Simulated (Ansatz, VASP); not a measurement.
**CdF2: VASP beside Ansatz**

```
CELL_PARAMETERS angstrom
0.00000 2.78817 2.78817
2.78817 0.00000 2.78817
2.78817 2.78817 0.00000
ATOMIC_POSITIONS crystal
Cd 0.00000 0.00000 0.00000
F 0.25000 0.25000 0.25000
F 0.75000 0.75000 0.75000
```

Alike in both runs: task single point; functional PBE; k mesh 8 × 8 × 8; occupations gaussian, width 0.05 eV; no spin polarisation.

|  | VASP | Ansatz |
| --- | --- | --- |
| version | VASP 6.6.1 | Ansatz 0.2.0 |
| potentials or method | VASP PAW PBE potentials, release 64 (Cd, F), cutoff 520 eV | scalar-relativistic, plane waves, PAW |
| valence electrons in the cell | 26 | 34 |

```csv
,VASP,Ansatz,Ansatz less VASP
gap on the k mesh at the Fermi level (eV),2.71,2.73,+0.027
least direct gap on the mesh (eV),3.31,3.34,+0.027
pressure (GPa),-3.9,-4.3,-0.37
```

With one functional, cell and mesh, what is left measures potentials, basis and numerics. VASP's potentials hold 26 valence electrons a cell and Ansatz's 34, so a difference there can come from the potentials and not from the codes.
